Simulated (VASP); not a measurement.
# Al7P8C (a cell with a defect) in VASP: notebook

Runs on Al7P8C (a cell with a defect). Level: PBEsol. Tasks: single point.

Program: VASP 6.6.1. These are calculated values, not measurements. Logs are shortened: lines on timing, memory, paths and dates and some standing lists are left out, and cuts for length are marked.

### 1 The cell of the first run

The cell holds a defect, 16 atoms: a = 10.940 Å, b = 5.470 Å, c = 5.470 Å, α = 90.00°, β = 90.00°, γ = 90.00°.

### 2 Single point, PBEsol, collinear spin

INCAR reads:

```
  PREC = Accurate
  ENCUT = 520
  EDIFF = 1E-6
  ISMEAR = -1
  SIGMA = 0.05
  LREAL = False
  LASPH = True
  NELM = 200
  ALGO = Normal
  ISIF = 2
  LWAVE = False
  LCHARG = False
  ISPIN = 2
  MAGMOM = 0.5 0.5 0.5 0.5 0.5 0.5 0.5 0.5 0.5 0.5 0.5 0.5 0.5 0.5 0.5 0.5
  LORBIT = 11
  GGA = PS
  NELECT = 64.0
  NBANDS = 50
  GGA_COMPAT = False
```

KPOINTS reads:

```
Automatic mesh
0
Gamma
  2 2 2
  0.5 0.5 0.5
```

POSCAR reads:

```
Al7P8C
1.0
   10.9400000000      0.0000000000      0.0000000000
    0.0000000000      5.4700000000      0.0000000000
    0.0000000000      0.0000000000      5.4700000000
Al P C
7 8 1
Direct
    0.0016700000      0.0152600000      0.0080130000
    0.4968720000      0.9618000000      0.9994900000
    0.2457640000      0.4976390000      0.9793480000
    0.7420630000      0.5133840000      0.9673940000
    0.2427570000      0.0081210000      0.4823180000
    0.7542110000      0.0029470000      0.4967690000
    0.0002710000      0.5042660000      0.4832370000
    0.1116020000      0.2561240000      0.2386460000
    0.6306160000      0.2449430000      0.2585190000
    0.3861790000      0.7361260000      0.2519710000
    0.8688210000      0.7358420000      0.2601830000
    0.3714900000      0.2446850000      0.7845560000
    0.8677820000      0.2746660000      0.7572930000
    0.1181380000      0.7468860000      0.7466910000
    0.6346290000      0.7435830000      0.7240990000
    0.4955570000      0.5052070000      0.4967080000
```

Potentials or basis: VASP PAW PBE potentials, release 64 (Al, P, C).

Run with:

```
cat potpaw_PBE.64/Al/POTCAR potpaw_PBE.64/P/POTCAR potpaw_PBE.64/C/POTCAR > POTCAR
mpirun -np 1 vasp_std > vasp.out
```

OUTCAR:

```text
PREC = Accurate
   ENCUT = 520
   EDIFF = 1E-6
   ISMEAR = -1
   LREAL = False
   LASPH = True
   NELM = 200
   ISIF = 2
   ISPIN = 2
   LORBIT = 11
   GGA = PS
   NELECT = 64.0

 ion  position               nearest neighbor table
   1  0.002  0.015  0.008-   8 2.18  14 2.41  13 2.46  11 2.52
   2  0.497  0.962  0.999-  10 2.21  12 2.38  15 2.44   9 2.56
   3  0.246  0.498  0.979-  12 2.22  14 2.33   8 2.43  10 2.51
   4  0.742  0.513  0.967-  15 2.18  13 2.22  11 2.44   9 2.49
   5  0.243  0.008  0.482-   8 2.38  14 2.45  10 2.50  12 2.53
   6  0.754  0.003  0.497-  15 2.30   9 2.30  11 2.32  13 2.40
   7  0.000  0.504  0.483-   8 2.26  11 2.27  14 2.35  13 2.43
   8  0.112  0.256  0.239-   1 2.18   7 2.26   5 2.38   3 2.43
   9  0.631  0.245  0.259-   6 2.30  16 2.43   4 2.49   2 2.56
  10  0.386  0.736  0.252-  16 2.20   2 2.21   5 2.50   3 2.51
  11  0.869  0.736  0.260-   7 2.27   6 2.32   4 2.44   1 2.52
  12  0.371  0.245  0.785-   3 2.22   2 2.38   5 2.53
  13  0.868  0.275  0.757-   4 2.22   6 2.40   7 2.43   1 2.46
  14  0.118  0.747  0.747-   3 2.33   7 2.35   1 2.41   5 2.45
  15  0.635  0.744  0.724-   4 2.18   6 2.30  16 2.36   2 2.44
  16  0.496  0.505  0.497-  10 2.20  15 2.36   9 2.43

  LATTYP: Found a simple tetragonal cell.
 ALAT       =     5.4700000000
 C/A-ratio  =     2.0000000000

  Lattice vectors:

 A1 = (   0.0000000000,   5.4700000000,   0.0000000000)
 A2 = (   0.0000000000,   0.0000000000,   5.4700000000)
 A3 = (  10.9400000000,   0.0000000000,   0.0000000000)

Analysis of symmetry for initial positions (statically):
=====================================================================
 Subroutine PRICEL returns:
 Original cell was already a primitive cell.

 Routine SETGRP: Setting up the symmetry group for a
 simple tetragonal supercell.

 Subroutine GETGRP returns: Found  1 space group operations
 (whereof  1 operations were pure point group operations)
 out of a pool of 16 trial point group operations.

The static configuration has the point symmetry C_1 .

Analysis of symmetry for dynamics (positions and initial velocities):
=====================================================================
 Subroutine PRICEL returns:
 Original cell was already a primitive cell.

 Routine SETGRP: Setting up the symmetry group for a
 simple tetragonal supercell.

 Subroutine GETGRP returns: Found  1 space group operations
 (whereof  1 operations were pure point group operations)
 out of a pool of 16 trial point group operations.

The dynamic configuration has the point symmetry C_1 .

Analysis of structural, dynamic, and magnetic symmetry:
=====================================================================
 Subroutine PRICEL returns:
 Original cell was already a primitive cell.

 Routine SETGRP: Setting up the symmetry group for a
 simple tetragonal supercell.

 Subroutine GETGRP returns: Found  1 space group operations
 (whereof  1 operations were pure point group operations)
 out of a pool of 16 trial point group operations.

The overall configuration has the point symmetry C_1 .

 Subroutine INISYM returns: Found  1 space group operations
 (whereof  1 operations are pure point group operations),
 and found     1 'primitive' translations

----------------------------------------------------------------------------------------

                                     Primitive cell

  volume of cell :     327.3346

  direct lattice vectors                    reciprocal lattice vectors
    10.940000000  0.000000000  0.000000000     0.091407678  0.000000000  0.000000000
     0.000000000  5.470000000  0.000000000     0.000000000  0.182815356  0.000000000
     0.000000000  0.000000000  5.470000000     0.000000000  0.000000000  0.182815356

  length of vectors
    10.940000000  5.470000000  5.470000000     0.091407678  0.182815356  0.182815356

  position of ions in fractional coordinates (direct lattice)
[... 67 lines left out ...]
  0.250000  0.250000 -0.250000      2.000000
   k-points           NKPTS =      4   k-points in BZ     NKDIM =      4   number of bands    NBANDS=     50
   number of dos      NEDOS =    301   number of ions     NIONS =     16
   total plane-waves  NPLWV = 148176
   dimension x,y,z NGX =    84 NGY =   42 NGZ =   42
   dimension x,y,z NGXF=   168 NGYF=   84 NGZF=   84
   ions per type =               7   8   1
   NGX,Y,Z   is equivalent  to a cutoff of  12.76, 12.76, 12.76 a.u.
   NGXF,Y,Z  is equivalent  to a cutoff of  25.53, 25.53, 25.53 a.u.
 SYSTEM =  unknown system
   PREC   = accura    normal or accurate (medium, high low for compatibility)
   ISTART =      0    job   : 0-new  1-cont  2-samecut
   ICHARG =      2    charge: 1-file 2-atom 10-const
   ISPIN  =      2    spin polarized calculation?
   LNONCOLLINEAR =      F non collinear calculations
   LSORBIT =      F    spin-orbit coupling
   LASPH  =      T    aspherical Exc in radial PAW
   ENCUT  =  520.0 eV  38.22 Ry    6.18 a.u.  20.34 10.17 10.17*2*pi/ulx,y,z
   NELM   =    200;   NELMIN=  2; NELMDL= -5     # of ELM steps
   EDIFF  = 0.1E-05   stopping-criterion for ELM
   LREAL  =      F    real-space projection
   EDIFFG = 0.1E-04   stopping-criterion for IOM
   NSW    =      0    number of steps for IOM
   IBRION =     -1    ionic relax: 0-MD 1-quasi-New 2-CG
   NFREE  =      0    steps in history (QN), initial steepest desc. (CG)
   ISIF   =      2    stress and relaxation
   ISYM   =      2    0-nonsym 1-usesym 2-fastsym
   POTIM  = 0.5000    time-step for ionic-motion
   TEBEG  =    0.0;   TEEND  =   0.0 temperature during run
   PSTRESS=    0.0 pullay stress
   NELECT =      64.0000    total number of electrons
   NUPDOWN=      -1.0000    fix difference up-down
   EMIN   =  10.00;   EMAX   =-10.00  energy-range for DOS
   EFERMI =   0.00;   METHOD = LEGACY
   ISMEAR =    -1;   SIGMA  =   0.05  broadening in eV -4-tet -1-fermi 0-gaus
   EFERMI_NEDOS =   21; number of points for ismear=-14 and -15
   IALGO  =     38    algorithm
   IMIX   =      4    mixing-type and parameters
     AMIX     =   0.40;   BMIX     =  1.00
     AMIX_MAG =   1.60;   BMIX_MAG =  1.00
  volume/ion in A,a.u.               =      20.46       138.06
  Fermi-wavevector in a.u.,A,eV,Ry     =   0.950176  1.795573 12.283814  0.902835
  Thomas-Fermi vector in A             =   2.078528
   LORBIT       =     11    0 simple, 1 ext, 2 COOP (PROOUT), +10 PAW based schemes
   GGA     = PS    functional components
   LHFCALC =     F    Hartree Fock is set to
   AEXX    =    0.0000 exact exchange contribution
   IVDW    =     0    specifies the selected vdW correction
   LEPSILON=     F    determine dielectric tensor
   LRPA    =     F    only Hartree local field effects (RPA)
 spin polarized calculation
  energy-cutoff  :      520.00
  volume of cell :      327.33
 maximum number of plane-waves:      8806
 NGX is ok and might be reduce to    84
   NGX = 41   NGY = 21   NGZ = 21

 number of electron      64.0000001 magnetization       0.0003381

 number of electron      64.0000001 magnetization      -0.0000807

 Free energy of the ion-electron system (eV)
  ---------------------------------------------------
  ext. energy  EPLUGINS =         0.00000000
  ---------------------------------------------------
  free energy    TOTEN  =       -90.04366067 eV

  energy without entropy =      -90.03626910  energy(sigma->0) =      -90.03996489

 E-fermi :   4.3243     XC(G=0):  -9.2242

 val. band max:        4.0946563820   @ k =   0.2500  -0.2500  -0.2500
 cond. band min:       4.5351974757   @ k =   0.2500   0.2500   0.2500
 fundamental gap:      0.4405410938
 Fermi energy:         4.3242988239

 spin component 1

 k-point     1 :       0.2500    0.2500    0.2500
  band No.  band energies     occupation
      1      -7.2832      1.00000
      2      -6.6658      1.00000
      3      -6.0384      1.00000
      4      -5.7214      1.00000
      5      -5.5327      1.00000
      6      -5.4882      1.00000
[... 177 lines left out ...]
     43       8.1640      0.00000
     44       8.4509      0.00000
 Fermi energy:         4.3242988239

 spin component 2

 k-point     1 :       0.2500    0.2500    0.2500
  band No.  band energies     occupation
      1      -7.2832      1.00000
      2      -6.6658      1.00000
      3      -6.0384      1.00000
      4      -5.7214      1.00000
      5      -5.5327      1.00000
      6      -5.4882      1.00000
[... 177 lines left out ...]
     43       8.1640      0.00000
     44       8.4509      0.00000
 [bands above 44 left out]

------------------------ aborting loop because EDIFF is reached ----------------------------------------

  FORCE on cell =-STRESS in cart. coord.  units (eV):
  Direction    XX          YY          ZZ          XY          YZ          ZX
  --------------------------------------------------------------------------------------
  -------------------------------------------------------------------------------------
  Total      -16.0748308    -11.9939033    -13.3817182     -3.5038143     -0.0222942     -0.9558030
  in kB      -78.6801206    -58.7055487    -65.4983695    -17.1498247     -0.1091214     -4.6782885
  external PRESSURE =     -67.6280129 kB  Pullay stress =       0.0000000 kB

 VOLUME and BASIS-vectors are now :
 -----------------------------------------------------------------------------
  energy-cutoff  :      520.00
  volume of cell :      327.33
      direct lattice vectors                 reciprocal lattice vectors
    10.940000000  0.000000000  0.000000000     0.091407678  0.000000000  0.000000000
     0.000000000  5.470000000  0.000000000     0.000000000  0.182815356  0.000000000
     0.000000000  0.000000000  5.470000000     0.000000000  0.000000000  0.182815356

 POSITION                                       TOTAL-FORCE (eV/Angst)
 -----------------------------------------------------------------------------------
      0.01827      0.08347      0.04383        -1.969635     -1.473984     -1.096862
      5.43578      5.26105      5.46721         1.960644      1.408330     -0.515541
      2.68866      2.72209      5.35703        -0.427235      0.783791      1.396549
      8.11817      2.80821      5.29165         0.432969     -0.770927      2.736034
      2.65576      0.04442      2.63828         0.588474     -0.223791      0.726828
      8.25107      0.01612      2.71733         0.672393      0.541412      0.262538
[... 8 lines left out ...]
      6.94284      4.06740      3.96082        -3.700831      0.050932     -1.278782
      5.42139      2.76348      2.71699         0.899006     -0.042623     -0.229880
 -----------------------------------------------------------------------------------
    total drift:                                0.000422      0.000341      0.000177

  FREE ENERGIE OF THE ION-ELECTRON SYSTEM (eV)
  ---------------------------------------------------
  free  energy   TOTEN  =       -90.0436606748 eV

  energy  without entropy=      -90.0362690984  energy(sigma->0) =      -90.03996489

 total charge

# of ion       s       p       d       tot
------------------------------------------
    1        0.393   0.374   0.000   0.767
    2        0.397   0.374   0.000   0.771
    3        0.396   0.382   0.000   0.778
    4        0.401   0.408   0.000   0.810
    5        0.389   0.334   0.000   0.723
    6        0.396   0.399   0.000   0.795
[... 8 lines left out ...]
   15        1.027   1.495   0.000   2.522
   16        0.905   1.082   0.000   1.986
--------------------------------------------------
tot         11.827  15.807   0.000  27.634

 magnetization (x)

# of ion       s       p       d       tot
------------------------------------------
    1        0.000   0.000   0.000   0.000
    2        0.000   0.000   0.000   0.000
    3        0.000   0.000   0.000   0.000
    4        0.000   0.000   0.000   0.000
    5        0.000   0.000   0.000   0.000
    6        0.000   0.000   0.000   0.000
[... 8 lines left out ...]
   15       -0.000   0.000   0.000   0.000
   16       -0.000  -0.000   0.000  -0.000
--------------------------------------------------
tot          0.000  -0.000   0.000   0.000
```

It took 1.7 min on 1 thread of Intel Xeon 6975P-C (Granite Rapids), shared host; peak memory 0.53 GiB.

Results:

| Item | Value |
| --- | --- |
| Free energy | -90.0437 eV |
| Largest force | 3.916 eV/Å |
| Net moment | 0.00 μB per cell |
| Valence electrons inside the program's atomic spheres | Al 0.77, 0.78, 0.81, 0.72, 0.80, 0.79 (each value once); P 2.62, 2.44, 2.47, 2.56, 2.57, 2.52 (each value once); C 1.99 |

Forces on the atoms (eV/Å):
```
Al  -1.970 -1.474 -1.097
Al   1.961  1.408 -0.516
Al  -0.427  0.784  1.397
Al   0.433 -0.771  2.736
Al   0.588 -0.224  0.727
Al   0.672  0.541  0.263
Al  -0.720 -0.110  1.193
P    2.262  0.422  0.411
P   -2.128  1.393 -0.458
P   -0.764 -2.008  2.283
P    0.007  1.078 -1.647
P    1.030 -0.217 -2.912
P    1.363 -1.703 -0.694
P    0.495  0.871 -0.176
P   -3.701  0.051 -1.279
C    0.899 -0.043 -0.230
```

Caveat: the k points lie up to 0.57 Å⁻¹ apart; the cell carries a net charge on a neutralising background, which shifts energy and pressure; the cell is charged against a uniform background, so pressure and absolute levels hang on convention; the PAW data sets were made with another functional, which shifts forces and pressure a little.

### 3 Single point, PBEsol, collinear spin

INCAR reads:

```
PREC = Accurate ; ENCUT = 520
EDIFF = 1E-6 ; ISMEAR = -1
SIGMA = 0.05 ; LREAL = F
LASPH = T ; NELM = 200
ALGO = Normal ; ISIF = 2
LWAVE = F ; LCHARG = F
ISPIN = 2 ; MAGMOM = 0.125 0.125 0.125 0.125 0.125 0.125 0.125 0.125 0.125 0.125 0.125 0.125 0.125 0.125 0.125 0.125
LORBIT = 11 ; GGA = PS
NELECT = 64.0 ; NBANDS = 50
GGA_COMPAT = F
```

KPOINTS reads:

```
Automatic mesh
0
Gamma
  3 3 3
```

POSCAR is that of step 2.

Potentials or basis: VASP PAW PBE potentials, release 64 (Al, P, C).

Run with:

```
cat potpaw_PBE.64/Al/POTCAR potpaw_PBE.64/P/POTCAR potpaw_PBE.64/C/POTCAR > POTCAR
mpirun -np 1 vasp_std > vasp.out
```

Run time: 4.9 min. Hardware: 1 thread of Intel Xeon 6975P-C (Granite Rapids), shared host; peak memory 0.68 GiB.

The run converged. Its results:

```yaml
Free_energy: -90.2415 eV
Largest_force: 3.910 eV/Å
Net_moment: 0.00 μB per cell
Valence_electrons_inside_the_program's_atomic_spheres: Al 0.77, 0.78, 0.81, 0.72, 0.80, 0.79 (each value once); P 2.62, 2.44, 2.47, 2.56, 2.57, 2.52 (each value once); C 1.99
```

Forces on the atoms (eV/Å):
```
Al  -1.969 -1.464 -1.117
Al   1.921  1.410 -0.566
Al  -0.432  0.780  1.384
Al   0.430 -0.770  2.708
Al   0.593 -0.230  0.684
Al   0.685  0.535  0.255
Al  -0.708 -0.085  1.164
P    2.286  0.412  0.448
P   -2.126  1.383 -0.446
P   -0.804 -1.956  2.258
P    0.007  1.057 -1.601
P    1.073 -0.267 -2.834
P    1.357 -1.710 -0.678
P    0.487  0.866 -0.165
P   -3.700  0.081 -1.260
C    0.898 -0.042 -0.235
```

Levels at points of the mesh, in eV from the Fermi level:
Spin up:
```
           k point  band 28  band 29  band 30  band 31  band 32  band 33  band 34  band 35  band 36  band 37
(0.00, 0.00, 0.00)    -1.45    -1.32    -0.39    -0.16    -0.07     0.08     1.13     1.27     1.52     1.83
```
Spin down:
```csv
k point,band 28,band 29,band 30,band 31,band 32,band 33,band 34,band 35,band 36,band 37
"(0.00, 0.00, 0.00)",-1.45,-1.32,-0.39,-0.16,-0.07,0.08,1.13,1.27,1.52,1.83
```

Caveat: the cell carries a net charge on a neutralising background, which shifts energy and pressure; the cell is charged against a uniform background, so pressure and absolute levels hang on convention; the PAW data sets were made with another functional, which shifts forces and pressure a little.
